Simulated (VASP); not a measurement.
# Fe (R-3m) in VASP: a series of runs

Fe is run at these levels: PBE; tasks: single point.

All numbers are computed with VASP 6.6.1; they aren't measurements. Logs are shortened: lines on timing, memory, paths and dates and some standing lists are left out, and cuts for length are marked.

## 1. The cell of the first run

Symmetry: R-3m, No. 166, trigonal system. The conventional cell has a = 3.988 Å, b = 3.988 Å, c = 4.884 Å, α = 90.00°, β = 90.00°, γ = 120.00°. Within 3.0 Å of Fe (site symmetry 3m) lie 14 Fe at 2.30 to 2.82 Å.

## 2. Single point, PBE, collinear spin, ferromagnetic start

Input file INCAR:

```
SYSTEM = Fe
ALGO     = Normal         ! electronic algorithm
EDIFF    = 1E-6           ! SCF threshold, eV
ENCUT    = 600            ! plane-wave cutoff, eV
GGA      = PE             ! functional
GGA_COMPAT= .FALSE.      
ISIF     = 2              ! what is computed and relaxed
ISMEAR   = -1             ! smearing method
ISPIN    = 2              ! spin polarisation
LASPH    = .TRUE.         ! aspherical terms in the spheres
LCHARG   = .FALSE.        ! write CHGCAR
LMAXMIX  = 4              ! l up to which the mixer works
LORBIT   = 11             ! projections on sites
LREAL    = .FALSE.        ! projectors in reciprocal space
LWAVE    = .FALSE.        ! write WAVECAR
MAGMOM   = 2.5 2.5        ! initial moments
NBANDS   = 19             ! bands
NELM     = 200            ! most SCF steps
PREC     = Accurate       ! precision mode
SIGMA    = 0.15           ! smearing width, eV
```

Input file KPOINTS:

```
k-points
0
G
  4 4 4
  0 0 0
```

Input file POSCAR:

```
Fe
1.0
    2.8200000000      0.0000000000      0.0000000000
    0.0000000000      2.8200000000      0.0000000000
    0.0000000000      0.0000000000      2.8200000000
Fe
2
Direct
    0.0000000000      0.0000000000      0.0000000000
    0.4702367069      0.4702367069      0.4702367069
```

Potentials or basis: VASP PAW PBE potentials, release 64 (Fe).

Launch:

```
> cat potpaw_PBE.64/Fe/POTCAR > POTCAR
> mpirun -np 1 vasp_std > vasp.out
```

OUTCAR:

```text
SYSTEM = Fe
   EDIFF = 1E-6
   ENCUT = 600
   GGA = PE
   ISIF = 2
   ISMEAR = -1
   ISPIN = 2
   LASPH = .TRUE.
   LORBIT = 11
   LREAL = .FALSE.
   NELM = 200
   PREC = Accurate

 ion  position               nearest neighbor table
   1  0.000  0.000  0.000-   2 2.30   2 2.40   2 2.40   2 2.40   2 2.49   2 2.49   2 2.49   2 2.59

   2  0.470  0.470  0.470-   1 2.30   1 2.40   1 2.40   1 2.40   1 2.49   1 2.49   1 2.49   1 2.59

  LATTYP: Found a simple cubic cell.
 ALAT       =     2.8200000000

  Lattice vectors:

 A1 = (   2.8200000000,   0.0000000000,   0.0000000000)
 A2 = (   0.0000000000,   2.8200000000,   0.0000000000)
 A3 = (   0.0000000000,   0.0000000000,   2.8200000000)

Analysis of symmetry for initial positions (statically):
=====================================================================
 Subroutine PRICEL returns:
 Original cell was already a primitive cell.

 Routine SETGRP: Setting up the symmetry group for a
 simple cubic supercell.

 Subroutine GETGRP returns: Found 12 space group operations
 (whereof  6 operations were pure point group operations)
 out of a pool of 48 trial point group operations.

The static configuration has the point symmetry C_3v.
 The point group associated with its full space group is D_3d.

Analysis of symmetry for dynamics (positions and initial velocities):
=====================================================================
 Subroutine PRICEL returns:
 Original cell was already a primitive cell.

 Routine SETGRP: Setting up the symmetry group for a
 simple cubic supercell.

 Subroutine GETGRP returns: Found 12 space group operations
 (whereof  6 operations were pure point group operations)
 out of a pool of 48 trial point group operations.

The dynamic configuration has the point symmetry C_3v.
 The point group associated with its full space group is D_3d.

Analysis of structural, dynamic, and magnetic symmetry:
=====================================================================
 Subroutine PRICEL returns:
 Original cell was already a primitive cell.

 Routine SETGRP: Setting up the symmetry group for a
 simple cubic supercell.

 Subroutine GETGRP returns: Found 12 space group operations
 (whereof  6 operations were pure point group operations)
 out of a pool of 48 trial point group operations.

The overall configuration has the point symmetry C_3v.
 The point group associated with its full space group is D_3d.

 Subroutine INISYM returns: Found 12 space group operations
 (whereof  6 operations are pure point group operations),
 and found     1 'primitive' translations

----------------------------------------------------------------------------------------

                                     Primitive cell

  volume of cell :      22.4258

  direct lattice vectors                    reciprocal lattice vectors
     2.820000000  0.000000000  0.000000000     0.354609929  0.000000000  0.000000000
     0.000000000  2.820000000  0.000000000     0.000000000  0.354609929  0.000000000
     0.000000000  0.000000000  2.820000000     0.000000000  0.000000000  0.354609929

  length of vectors
     2.820000000  2.820000000  2.820000000     0.354609929  0.354609929  0.354609929

  position of ions in fractional coordinates (direct lattice)
     0.000000000  0.000000000  0.000000000
     0.470236707  0.470236707  0.470236707

  ion indices of the primitive-cell ions
   primitive index   ion index
                 1           1
                 2           2

----------------------------------------------------------------------------------------

 KPOINTS: k-points

Automatic generation of k-mesh.
 Grid dimensions read from file:
 generate k-points for:    4    4    4

 Generating k-lattice:

  Cartesian coordinates                     Fractional coordinates (reciprocal lattice)
     0.088652482  0.000000000  0.000000000     0.250000000  0.000000000  0.000000000
     0.000000000  0.088652482  0.000000000     0.000000000  0.250000000  0.000000000
     0.000000000  0.000000000  0.088652482     0.000000000  0.000000000  0.250000000

  Length of vectors
     0.088652482  0.088652482  0.088652482

  Shift w.r.t. Gamma in fractional coordinates (k-lattice)
     0.000000000  0.000000000  0.000000000

 Subroutine IBZKPT returns following result:
 ===========================================

 Found     13 irreducible k-points:

 Following reciprocal coordinates:
            Coordinates               Weight
  0.000000  0.000000  0.000000      1.000000
  0.250000  0.000000  0.000000      6.000000
  0.500000  0.000000  0.000000      3.000000
  0.250000  0.250000  0.000000      6.000000
 -0.250000  0.250000  0.000000      6.000000
  0.500000  0.250000  0.000000     12.000000
  0.500000  0.500000  0.000000      3.000000
  0.250000  0.250000  0.250000      2.000000
 -0.250000  0.250000  0.250000      6.000000
  0.500000  0.250000  0.250000      6.000000
 -0.250000  0.500000  0.250000      6.000000
  0.500000  0.500000  0.250000      6.000000
  0.500000  0.500000  0.500000      1.000000
   k-points           NKPTS =     13   k-points in BZ     NKDIM =     13   number of bands    NBANDS=     19
   number of dos      NEDOS =    301   number of ions     NIONS =      2
   total plane-waves  NPLWV =  13824
   dimension x,y,z NGX =    24 NGY =   24 NGZ =   24
   dimension x,y,z NGXF=    48 NGYF=   48 NGZF=   48
   ions per type =               2
   NGX,Y,Z   is equivalent  to a cutoff of  14.15, 14.15, 14.15 a.u.
   NGXF,Y,Z  is equivalent  to a cutoff of  28.30, 28.30, 28.30 a.u.
 SYSTEM =  Fe
   PREC   = accura    normal or accurate (medium, high low for compatibility)
   ISTART =      0    job   : 0-new  1-cont  2-samecut
   ICHARG =      2    charge: 1-file 2-atom 10-const
   ISPIN  =      2    spin polarized calculation?
   LNONCOLLINEAR =      F non collinear calculations
   LSORBIT =      F    spin-orbit coupling
   LASPH  =      T    aspherical Exc in radial PAW
   ENCUT  =  600.0 eV  44.10 Ry    6.64 a.u.   5.63  5.63  5.63*2*pi/ulx,y,z
   NELM   =    200;   NELMIN=  2; NELMDL= -5     # of ELM steps
   EDIFF  = 0.1E-05   stopping-criterion for ELM
   LREAL  =      F    real-space projection
   EDIFFG = 0.1E-04   stopping-criterion for IOM
   NSW    =      0    number of steps for IOM
   IBRION =     -1    ionic relax: 0-MD 1-quasi-New 2-CG
   NFREE  =      0    steps in history (QN), initial steepest desc. (CG)
   ISIF   =      2    stress and relaxation
   ISYM   =      2    0-nonsym 1-usesym 2-fastsym
   POTIM  = 0.5000    time-step for ionic-motion
   TEBEG  =    0.0;   TEEND  =   0.0 temperature during run
   PSTRESS=    0.0 pullay stress
   NELECT =      16.0000    total number of electrons
   NUPDOWN=      -1.0000    fix difference up-down
   EMIN   =  10.00;   EMAX   =-10.00  energy-range for DOS
   EFERMI =   0.00;   METHOD = LEGACY
   ISMEAR =    -1;   SIGMA  =   0.15  broadening in eV -4-tet -1-fermi 0-gaus
   EFERMI_NEDOS =   21; number of points for ismear=-14 and -15
   IALGO  =     38    algorithm
   IMIX   =      4    mixing-type and parameters
     AMIX     =   0.40;   BMIX     =  1.00
     AMIX_MAG =   1.60;   BMIX_MAG =  1.00
  volume/ion in A,a.u.               =      11.21        75.67
  Fermi-wavevector in a.u.,A,eV,Ry     =   1.462847  2.764381 29.115417  2.139923
  Thomas-Fermi vector in A             =   2.579012
   LORBIT       =     11    0 simple, 1 ext, 2 COOP (PROOUT), +10 PAW based schemes
   GGA     = PE    functional components
   LHFCALC =     F    Hartree Fock is set to
   AEXX    =    0.0000 exact exchange contribution
   IVDW    =     0    specifies the selected vdW correction
   LEPSILON=     F    determine dielectric tensor
   LRPA    =     F    only Hartree local field effects (RPA)
 spin polarized calculation
  energy-cutoff  :      600.00
  volume of cell :       22.43
 maximum number of plane-waves:       768
 NGX is ok and might be reduce to    24
   NGX = 11   NGY = 11   NGZ = 11

 number of electron      16.0000005 magnetization       4.0361079

 Free energy of the ion-electron system (eV)
  ---------------------------------------------------
  ext. energy  EPLUGINS =         0.00000000
  ---------------------------------------------------
  free energy    TOTEN  =       -16.39509709 eV

  energy without entropy =      -16.23485469  energy(sigma->0) =      -16.31497589

 E-fermi :   6.1855     XC(G=0): -13.1775

 val. band max:        6.1405717201   @ k =   0.5000   0.2500   0.0000
 cond. band min:       6.1900110837   @ k =   0.0000   0.0000   0.0000
 fundamental gap:      0.0494393636
 Fermi energy:         6.1854967116

 spin component 1

 k-point     1 :       0.0000    0.0000    0.0000
  band No.  band energies     occupation
      1      -2.5307      1.00000
      2       1.1184      1.00000
      3       1.1184      1.00000
      4       3.7028      1.00000
      5       3.8063      1.00000
      6       3.8063      1.00000
[... 11 lines left out ...]
     18      31.1131      0.00000
     19      31.2645      0.00000
[... 246 lines left out ...]
      2       2.7492      1.00000
      3       2.7529      1.00000
      4       2.8255      1.00000
      5       2.8255      1.00000
      6       2.8942      1.00000
[... 11 lines left out ...]
     18      17.2697      0.00000
     19      44.7949      0.00000
 Fermi energy:         6.1854967116

 spin component 2

 k-point     1 :       0.0000    0.0000    0.0000
  band No.  band energies     occupation
      1      -2.3789      1.00000
      2       2.8241      1.00000
      3       2.8243      1.00000
      4       5.3753      0.99551
      5       5.5618      0.98460
      6       5.5619      0.98459
[... 11 lines left out ...]
     18      30.8627      0.00000
     19      31.0412      0.00000
[... 247 lines left out ...]
      3       4.0086      1.00000
      4       4.1034      1.00000
      5       4.1035      1.00000
      6       4.1318      1.00000
[... 11 lines left out ...]
     18      18.0030      0.00000
     19      44.6067      0.00000

------------------------ aborting loop because EDIFF is reached ----------------------------------------

  FORCE on cell =-STRESS in cart. coord.  units (eV):
  Direction    XX          YY          ZZ          XY          YZ          ZX
  --------------------------------------------------------------------------------------
  -------------------------------------------------------------------------------------
  Total        0.3113708      0.3113708      0.3113708      0.0651951      0.0651951      0.0651951
  in kB       22.2454439     22.2454439     22.2454439      4.6577739      4.6577739      4.6577739
  external PRESSURE =      22.2454439 kB  Pullay stress =       0.0000000 kB

 VOLUME and BASIS-vectors are now :
 -----------------------------------------------------------------------------
  energy-cutoff  :      600.00
  volume of cell :       22.43
      direct lattice vectors                 reciprocal lattice vectors
     2.820000000  0.000000000  0.000000000     0.354609929  0.000000000  0.000000000
     0.000000000  2.820000000  0.000000000     0.000000000  0.354609929  0.000000000
     0.000000000  0.000000000  2.820000000     0.000000000  0.000000000  0.354609929

 POSITION                                       TOTAL-FORCE (eV/Angst)
 -----------------------------------------------------------------------------------
      0.00000      0.00000      0.00000        -0.632333     -0.632333     -0.632333
      1.32607      1.32607      1.32607         0.632333      0.632333      0.632333
 -----------------------------------------------------------------------------------
    total drift:                               -0.000003     -0.000003     -0.000005

  FREE ENERGIE OF THE ION-ELECTRON SYSTEM (eV)
  ---------------------------------------------------
  free  energy   TOTEN  =       -16.3950970950 eV

  energy  without entropy=      -16.2348546927  energy(sigma->0) =      -16.31497589

 total charge

# of ion       s       p       d       tot
------------------------------------------
    1        0.494   0.535   6.291   7.320
    2        0.494   0.535   6.291   7.320
--------------------------------------------------
tot          0.987   1.069  12.583  14.639

 magnetization (x)

# of ion       s       p       d       tot
------------------------------------------
    1       -0.016  -0.051   2.078   2.011
    2       -0.016  -0.051   2.078   2.011
--------------------------------------------------
tot         -0.032  -0.102   4.156   4.022
```

Run time: 26 s. Hardware: 1 thread of Intel Xeon 8259CL, shared host; peak memory 0.15 GiB.

What came out:

* Free energy: -16.3951 eV
* Pressure: 2.2 GPa
* Largest force: 1.095 eV/Å
* Band gap on the k mesh: zero (filled and empty bands overlap)
* Net moment: 4.04 μB per cell
* Site moments: Fe +2.01 μB
* Valence electrons inside the program's atomic spheres: Fe 7.32

Forces on the atoms (eV/Å):
```
Fe  -0.632 -0.632 -0.632
Fe   0.632  0.632  0.632
```

Levels at points of the mesh, in eV from the Fermi level:
Spin up:
| k point | band 8 | band 9 | band 10 | band 11 | band 12 | band 13 |
| --- | --- | --- | --- | --- | --- | --- |
| (0.00, 0.00, 0.00) | -1.21 | 0.00 | 0.00 | 0.16 | 9.90 | 9.90 |
| (0.50, 0.00, 0.00) | -1.81 | -1.28 | -0.83 | -0.11 | 0.37 | 16.57 |
| (0.50, 0.50, 0.00) | -0.95 | 0.30 | 0.31 | 0.35 | 0.44 | 7.26 |
| (0.50, 0.50, 0.50) | -0.96 | -0.94 | -0.94 | 7.75 | 8.23 | 8.23 |
Spin down:
```tsv
k point	band 4	band 5	band 6	band 7	band 8	band 9
(0.00, 0.00, 0.00)	-0.81	-0.62	-0.62	1.36	1.36	2.01
(0.50, 0.00, 0.00)	-1.03	-0.51	-0.39	-0.10	0.03	0.57
(0.50, 0.50, 0.00)	-1.96	0.27	0.40	1.22	1.45	1.62
(0.50, 0.50, 0.50)	-2.08	-2.08	-2.05	1.70	1.70	1.72
```

Caveat: the k points lie up to 0.56 Å⁻¹ apart; forces of over 1 eV/Å act on the atoms, so gaps and moduli don't describe the material at rest.

## 3. Single point, PBE, collinear spin, ferromagnetic start

Input file INCAR:

```
PREC = Accurate
ENCUT = 600
EDIFF = 1E-6
ISMEAR = -1
SIGMA = 0.15
LREAL = F
LASPH = T
NELM = 200
ALGO = Normal
ISIF = 2
LWAVE = F
LCHARG = T
ISPIN = 2
MAGMOM = 2.5 2.5
LORBIT = 11
LMAXMIX = 4
GGA = PE
LELF = T
LVHAR = T
NBANDS = 19
GGA_COMPAT = F
```

Input file KPOINTS:

```
Automatic mesh
0
Gamma
  4 4 4
```

POSCAR is that of step 2.

Potentials or basis: VASP PAW PBE potentials, release 64 (Fe).

Launch:

```
> cat potpaw_PBE.64/Fe/POTCAR > POTCAR
> mpirun -np 1 vasp_std > vasp.out
```

It took 30 s on 1 thread of Intel Xeon 8259CL, shared host; peak memory 0.15 GiB.

The run converged. Its results:

- Free energy: -16.3951 eV
- Pressure: 2.2 GPa
- Largest force: 1.095 eV/Å
- Band gap on the k mesh: zero (filled and empty bands overlap)
- Net moment: 4.04 μB per cell
- Site moments: Fe +2.01 μB
- Valence electrons inside the program's atomic spheres: Fe 7.32

Forces on the atoms (eV/Å):
```
Fe  -0.632 -0.632 -0.632
Fe   0.632  0.632  0.632
```

Stress tensor (GPa, compression positive):
```
2.22 0.47 0.47
0.47 2.22 0.47
0.47 0.47 2.22
```

Levels at points of the mesh, in eV from the Fermi level:
Spin up:
```
           k point  band 6  band 7  band 8  band 9  band 10  band 11  band 12  band 13  band 14  band 15
(0.00, 0.00, 0.00)   -2.38   -1.21   -1.21    0.00     0.00     0.16     9.90     9.90     9.93    15.57
(0.50, 0.00, 0.00)   -2.05   -1.84   -1.81   -1.28    -0.83    -0.11     0.37    16.57    16.76    16.99
(0.50, 0.50, 0.00)   -1.12   -1.02   -0.95    0.30     0.31     0.35     0.44     7.26     7.34    18.29
(0.50, 0.50, 0.50)   -3.29   -0.96   -0.96   -0.94    -0.94     7.75     8.23     8.23     8.90     8.90
```
Spin down:
```csv
k point,band 4,band 5,band 6,band 7,band 8,band 9
"(0.00, 0.00, 0.00)",-0.81,-0.62,-0.62,1.36,1.36,2.01
"(0.50, 0.00, 0.00)",-1.03,-0.51,-0.39,-0.10,0.03,0.57
"(0.50, 0.50, 0.00)",-1.96,0.27,0.40,1.22,1.45,1.62
"(0.50, 0.50, 0.50)",-2.08,-2.08,-2.05,1.70,1.70,1.72
```

Caveat: the k points lie up to 0.56 Å⁻¹ apart; forces of over 1 eV/Å act on the atoms, so gaps and moduli don't describe the material at rest.
